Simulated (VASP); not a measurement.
# SnTe (P4/mmm) in VASP: further runs, part 2 of 2

VASP 6.6.1. Earlier steps stand in the parts before.

### Step 3. Single point, PBE

This run uses another cell than the first one, of 34.54 Å³/atom.

The input, INCAR:

```
SYSTEM = SnTe
ALGO = Normal ; EDIFF = 1E-7
ENCUT = 520 ; GGA = PE
ISIF = 2 ; ISMEAR = 0
LASPH = .TRUE. ; LCHARG = .FALSE.
LREAL = .FALSE. ; LWAVE = .FALSE.
NBANDS = 17 ; NELM = 60
PREC = Accurate ; SIGMA = 0.1
```

The input, KPOINTS:

```
k-points
0
G
  4 4 6
  0 0 0
```

The input, POSCAR:

```
SnTe
1.0
    5.0973204600      0.0000000000      0.0000000000
    0.0000000000      5.0973204600      0.0000000000
    0.0000000000      0.0000000000      2.6584238400
Sn Te
1 1
Direct
    0.5000000000      0.5000000000      0.5000000000
    0.0000000000      0.0000000000      0.0000000000
```

Potentials or basis: VASP PAW PBE potentials, release 64 (Sn_d, Te).

The run is started by

```bash
> cat potpaw_PBE.64/Sn_d/POTCAR potpaw_PBE.64/Te/POTCAR > POTCAR
> mpirun -np 1 vasp_std > vasp.out
```

OUTCAR:

```text
SYSTEM = SnTe
   EDIFF = 1E-7
   ENCUT = 520
   GGA = PE
   ISIF = 2
   ISMEAR = 0
   LASPH = .TRUE.
   LREAL = .FALSE.
   NELM = 60
   PREC = Accurate

 ion  position               nearest neighbor table
   1  0.500  0.500  0.500-
   2  0.000  0.000  0.000-

  LATTYP: Found a simple tetragonal cell.
 ALAT       =     5.0973204600
 C/A-ratio  =     0.5215335902

  Lattice vectors:

[... 652 lines left out ...]
      6      -2.7850      2.00000
[... 9 lines left out ...]
     16      13.9918      0.00000
     17      13.9918      0.00000

------------------------ aborting loop because EDIFF is reached ----------------------------------------

  FORCE on cell =-STRESS in cart. coord.  units (eV):
  Direction    XX          YY          ZZ          XY          YZ          ZX
  --------------------------------------------------------------------------------------
  -------------------------------------------------------------------------------------
  Total       -0.9071002     -0.9071002      8.0716102      0.0000000      0.0000000     -0.0000000
  in kB      -21.0405810    -21.0405810    187.2244927      0.0000000      0.0000000     -0.0000000
  external PRESSURE =      48.3811102 kB  Pullay stress =       0.0000000 kB

 VOLUME and BASIS-vectors are now :
 -----------------------------------------------------------------------------
  energy-cutoff  :      520.00
  volume of cell :       69.07
      direct lattice vectors                 reciprocal lattice vectors
     5.097320460  0.000000000  0.000000000     0.196181505  0.000000000  0.000000000
     0.000000000  5.097320460  0.000000000     0.000000000  0.196181505  0.000000000
     0.000000000  0.000000000  2.658423840     0.000000000  0.000000000  0.376162742

 POSITION                                       TOTAL-FORCE (eV/Angst)
 -----------------------------------------------------------------------------------
      2.54866      2.54866      1.32921         0.000000      0.000000      0.000000
      0.00000      0.00000      0.00000         0.000000      0.000000      0.000000
 -----------------------------------------------------------------------------------
    total drift:                               -0.000000      0.000000     -0.000000

  FREE ENERGIE OF THE ION-ELECTRON SYSTEM (eV)
  ---------------------------------------------------
  free  energy   TOTEN  =        -5.7869389891 eV

  energy  without entropy=       -5.7796395157  energy(sigma->0) =       -5.78328925
```

OSZICAR:

```text
N       E                     dE             d eps       ncg     rms          rms(c)
DAV:   1     0.124117381420E+03    0.12412E+03   -0.95013E+03   835   0.132E+03
DAV:   2     0.513039978490E+01   -0.11899E+03   -0.11589E+03   849   0.330E+02
DAV:   3    -0.552766657051E+01   -0.10658E+02   -0.10466E+02  1041   0.869E+01
DAV:   4    -0.582186044964E+01   -0.29419E+00   -0.29342E+00   943   0.154E+01
DAV:   5    -0.583217431328E+01   -0.10314E-01   -0.10314E-01  1231   0.277E+00    0.804E+00
DAV:   6    -0.579516128110E+01    0.37013E-01   -0.60918E-02  1029   0.212E+00    0.486E+00
DAV:   7    -0.578674793902E+01    0.84133E-02   -0.21991E-02  1076   0.121E+00    0.506E-01
DAV:   8    -0.578691934360E+01   -0.17140E-03   -0.20453E-03  1039   0.372E-01    0.793E-02
DAV:   9    -0.578693351455E+01   -0.14171E-04   -0.18527E-04  1199   0.159E-01    0.269E-02
DAV:  10    -0.578693836350E+01   -0.48489E-05   -0.17905E-05   974   0.245E-02    0.990E-03
DAV:  11    -0.578693897086E+01   -0.60737E-06   -0.24924E-06   950   0.111E-02    0.244E-03
DAV:  12    -0.578693898907E+01   -0.18203E-07   -0.31033E-07   921   0.342E-03
   1 F= -.57869390E+01 E0= -.57832893E+01  d E =-.729947E-02
```

stdout:

```text
POSCAR found type information on POSCAR SnTe
 POSCAR found :  2 types and       2 ions
 scaLAPACK will be used
 LDA part: xc-table for (Slater+PW92), standard interpolation
 POSCAR, INCAR and KPOINTS ok, starting setup
 FFT: planning ... GRIDC
 FFT: planning ... GRID_SOFT
 FFT: planning ... GRID
 WAVECAR not read
 entering main loop
```

Run time: 14 s. Hardware: 1 thread of Intel Xeon 6975P-C (Granite Rapids), shared host; peak memory 0.18 GiB.

Results:

```yaml
Free_energy: -5.7869 eV
Pressure: 4.8 GPa
Band_gap_on_the_k_mesh: zero (bands 10 and 11 overlap by 3.04 eV)
```

Stress tensor (GPa, compression positive):
```
-2.10  0.00  0.00
 0.00 -2.10  0.00
 0.00  0.00 18.72
```

Levels at points of the mesh, in eV from the Fermi level:
| k point | band 6 | band 7 | band 8 | band 9 | band 10 | band 11 | band 12 | band 13 | band 14 | band 15 |
| --- | --- | --- | --- | --- | --- | --- | --- | --- | --- | --- |
| (0.00, 0.00, 0.00) | -13.50 | -9.15 | -4.10 | -4.10 | 0.28 | 0.28 | 2.12 | 4.31 | 5.06 | 7.33 |
| (0.50, 0.00, 0.00) | -13.36 | -9.57 | -3.44 | -3.24 | -1.96 | -1.49 | 5.85 | 5.96 | 7.44 | 9.40 |
| (0.50, 0.50, 0.00) | -13.29 | -9.31 | -5.05 | -5.05 | 0.91 | 0.91 | 5.98 | 6.63 | 7.48 | 8.14 |
| (0.00, 0.00, 0.50) | -8.72 | -6.70 | -3.46 | -3.34 | 0.09 | 0.09 | 2.41 | 2.41 | 6.89 | 7.28 |
| (0.50, 0.00, 0.50) | -8.61 | -6.51 | -3.91 | -3.72 | 0.22 | 0.41 | 2.46 | 3.02 | 5.16 | 5.23 |
| (0.50, 0.50, 0.50) | -8.56 | -6.43 | -3.59 | -3.50 | -0.54 | -0.54 | 1.24 | 1.24 | 8.00 | 8.00 |

Caveat: the k points lie up to 0.39 Å⁻¹ apart, too coarse for converged energies and pressures of a metal; spin-orbit coupling is left out, which moves the levels of the heavy elements.

### Step 4. Relaxation of cell and atoms, PBE

This run uses another cell than the first one, of 34.54 Å³/atom.

The input, INCAR:

```
SYSTEM = SnTe
  PREC = Accurate
  ENCUT = 600
  EDIFF = 1E-6
  ISMEAR = 0
  SIGMA = 0.1
  LREAL = .False.
  LASPH = .True.
  NELM = 60
  ALGO = Normal
  ISIF = 3
  LWAVE = .False.
  LCHARG = .False.
  GGA = PE
  IBRION = 2
  NSW = 90
  EDIFFG = -0.04
```

The input, KPOINTS:

```
regular mesh
0
Gamma
  4 4 6
  0 0 0
```

POSCAR is that of step 3.

The run is started by

```bash
> cat potpaw_PBE.64/Sn_d/POTCAR potpaw_PBE.64/Te/POTCAR > POTCAR
> mpirun -np 1 vasp_std > vasp.out
```

It took 1.7 min on 1 thread of Intel Xeon 6975P-C (Granite Rapids), shared host; peak memory 0.23 GiB.

Results (log left out):

- Free energy: -7.0868 eV
- Relaxed volume: 29.66 Å³/atom
- Relaxed cell: a = 4.136 Å, b = 4.136 Å, c = 3.468 Å, α = 90.00°, β = 90.00°, γ = 90.00°
- Space group after relaxing (to 0.1 Å): P4/mmm (No. 123)
- Energy gained by relaxing: 649.9 meV/atom
- Ionic steps: 13
- Pressure after relaxing: 0.0 GPa
- Band gap on the k mesh: zero (bands 10 and 11 overlap by 3.45 eV)

Stress tensor (GPa, compression positive):
```
 0.01  0.00  0.00
 0.00  0.01  0.00
 0.00  0.00 -0.10
```

The path:
| step | energy change (eV) | largest force (eV/Å) | pressure (GPa) | volume (Å³) |
| --- | --- | --- | --- | --- |
| 1 | 0.0000 | 0.0000 | 4.86 | 69.07 |
| 2 | -0.4384 | 0.0000 | -4.28 | 79.01 |
| 3 | -0.4360 | 0.0000 | -3.22 | 76.35 |
| 4 | -0.4402 | 0.0000 | -3.98 | 78.10 |
| 5 | -0.7878 | 0.0000 | -3.22 | 70.07 |
| 6 | -0.9211 | 0.0000 | 13.15 | 48.86 |
| 7 | -1.2110 | 0.0000 | 0.11 | 60.42 |
| 8 | -1.2292 | 0.0000 | 4.71 | 54.13 |
| 9 | -1.2606 | 0.0000 | 2.56 | 56.79 |
| 10 | -1.2397 | 0.0000 | 1.85 | 56.71 |
| 11 | -1.2847 | 0.0000 | 1.88 | 56.83 |
| 12 | -1.2986 | 0.0000 | -0.54 | 60.01 |
| 13 | -1.2998 | 0.0000 | -0.03 | 59.32 |

Final structure:
```xyz
2
Lattice="4.1357 0.0000 0.0000 0.0000 4.1357 0.0000 0.0000 0.0000 3.4682" Properties=species:S:1:pos:R:3 pbc="T T T"
Sn    2.0679    2.0679    1.7341
Te    0.0000    0.0000    0.0000
```

Levels at points of the mesh, in eV from the Fermi level:
```tsv
k point	band 6	band 7	band 8	band 9	band 10	band 11	band 12	band 13	band 14
(0.00, 0.00, 0.00)	-12.51	-5.85	-2.63	-2.63	0.13	2.90	4.65	4.65	4.78
(0.50, 0.00, 0.00)	-11.57	-8.56	-1.24	-0.18	0.13	0.95	1.12	4.08	5.99
(0.50, 0.50, 0.00)	-10.99	-7.17	-5.10	-5.10	1.45	4.95	4.98	4.98	7.21
(0.00, 0.00, 0.50)	-10.75	-7.68	-1.22	-0.94	-0.55	-0.55	1.80	1.80	5.37
(0.50, 0.00, 0.50)	-10.17	-6.01	-5.00	-4.59	-0.14	2.57	2.84	3.07	5.44
(0.50, 0.50, 0.50)	-9.83	-5.17	-3.75	-2.56	-2.56	-2.00	-1.02	-1.02	12.16
```

Caveat: the k points lie up to 0.38 Å⁻¹ apart in the final cell, too coarse for converged energies and pressures of a metal; a cell axis changed by over 15 % at a fixed basis, so the end point is rough; spin-orbit coupling is left out, which moves the levels of the heavy elements.

### Step 5. Relaxation of cell and atoms, PBE

The input, INCAR:

```
PREC     = Accurate       # precision mode
ENCUT    = 600            # plane-wave cutoff, eV
EDIFF    = 1E-6           # SCF threshold, eV
ISMEAR   = 0              # smearing method
SIGMA    = 0.1            # smearing width, eV
LREAL    = False          # projectors in reciprocal space
LASPH    = True           # aspherical terms in the spheres
NELM     = 80             # most SCF steps
ALGO     = Normal         # electronic algorithm
ISIF     = 3              # what is computed and relaxed
LWAVE    = False          # write WAVECAR
LCHARG   = False          # write CHGCAR
GGA      = PE             # functional
IBRION   = 2              # ionic algorithm
NSW      = 100            # ionic steps
EDIFFG   = -0.01          # ionic threshold
```

The input, KPOINTS:

```
Automatic mesh
0
Gamma
  14 14 16
```

The input, POSCAR:

```
SnTe
1.0
    4.1349974102      0.0000000000      0.0000000000
    0.0000000000      4.1349974102      0.0000000000
    0.0000000000      0.0000000000      3.4683069887
Sn Te
1 1
Direct
    0.5000000000      0.5000000000      0.5000000000
    0.0000000000      0.0000000000      0.0000000000
```

The run is started by

```bash
> cat potpaw_PBE.64/Sn_d/POTCAR potpaw_PBE.64/Te/POTCAR > POTCAR
> mpirun -np 1 vasp_std > vasp.out
```

It took 8.9 min on 1 thread of Intel Xeon 6975P-C (Granite Rapids), shared host; peak memory 0.5 GiB.

Results (log left out):

```yaml
Free_energy: -7.0846 eV
Relaxed_volume: 29.41 Å³/atom
Relaxed_cell: a = 3.891 Å, b = 3.891 Å, c = 3.886 Å, α = 90.00°, β = 90.00°, γ = 90.00°
Space_group_after_relaxing_to_0.1_Å: Pm-3m (No. 221)
Energy_gained_by_relaxing: 25.8 meV/atom
Ionic_steps: 10
Pressure_after_relaxing: 0.0 GPa
Band_gap_on_the_k_mesh: zero (bands 10 and 11 overlap by 1.73 eV)
```

The path:
| step | energy change (eV) | largest force (eV/Å) | pressure (GPa) | volume (Å³) |
| --- | --- | --- | --- | --- |
| 1 | 0.0000 | 0.0000 | 0.02 | 59.30 |
| 2 | -0.0038 | 0.0000 | 0.04 | 59.33 |
| 3 | -0.0162 | 0.0000 | -0.06 | 59.39 |
| 4 | -0.0428 | 0.0000 | -0.32 | 59.35 |
| 5 | -0.0220 | 0.0000 | 0.18 | 58.70 |
| 6 | -0.0505 | 0.0000 | -0.30 | 59.25 |
| 7 | -0.0514 | 0.0000 | -0.28 | 59.18 |
| 8 | -0.0513 | 0.0000 | -0.27 | 59.20 |
| 9 | -0.0484 | 0.0000 | 0.88 | 57.65 |
| 10 | -0.0517 | 0.0000 | 0.00 | 58.82 |

Final structure:
```
Sn Te
1.0
     3.89064    0.00000    0.00000
     0.00000    3.89064    0.00000
     0.00000    0.00000    3.88555
Sn Te
1 1
Direct
  0.50000 0.50000 0.50000
  0.00000 0.00000 0.00000
```

Levels at points of the mesh, in eV from the Fermi level:
| k point | band 7 | band 8 | band 9 | band 10 | band 11 | band 12 | band 13 | band 14 |
| --- | --- | --- | --- | --- | --- | --- | --- | --- |
| (0.00, 0.00, 0.00) | -5.26 | -1.74 | -1.74 | -1.72 | 3.58 | 3.59 | 5.45 | 5.45 |
| (0.50, 0.00, 0.00) | -8.20 | -0.24 | -0.22 | 0.06 | 0.23 | 2.20 | 2.22 | 5.39 |
| (0.50, 0.50, 0.00) | -6.37 | -4.81 | -4.81 | 0.33 | 3.43 | 3.86 | 3.86 | 6.01 |
| (0.00, 0.00, 0.50) | -8.19 | -0.24 | -0.24 | 0.05 | 0.22 | 2.20 | 2.20 | 5.39 |
| (0.50, 0.00, 0.50) | -6.36 | -4.81 | -4.81 | 0.32 | 3.42 | 3.84 | 3.84 | 5.99 |
| (0.50, 0.50, 0.50) | -5.22 | -2.89 | -2.88 | -2.88 | -1.32 | -1.31 | -1.31 | 14.10 |

Caveat: spin-orbit coupling is left out, which moves the levels of the heavy elements.

### Step 6. Summary

```csv
task,cell,k mesh,cutoff (eV),gap on the mesh (eV),pressure (GPa),relaxed volume (Å³/atom)
single point,"a = 4.135, b = 4.135, c = 3.468 Å, 2 atoms",4 × 4 × 6,520,none,0.0,-
single point,"a = 5.097, b = 5.097, c = 2.658 Å, 2 atoms",4 × 4 × 6,520,none,4.8,-
relaxation of cell and atoms,"relaxed from a = 5.097, b = 5.097, c = 2.658 Å, 2 atoms",4 × 4 × 6,600,none,0.0,29.66
relaxation of cell and atoms,"relaxed from a = 4.135, b = 4.135, c = 3.468 Å, 2 atoms",14 × 14 × 16,600,none,0.0,29.41
```

Alike in all rows: level PBE; potentials or basis VASP PAW PBE potentials, release 64 (Sn_d, Te); no spin polarisation; smearing gaussian 0.1 eV.

Caveats: some runs use coarse meshes; spin-orbit coupling is left out, which moves the levels of the heavy elements; a cell axis changed by over 15 % at a fixed basis, so the end point is rough (at least some runs).

Absolute energies hang on the potentials; compare differences alone.
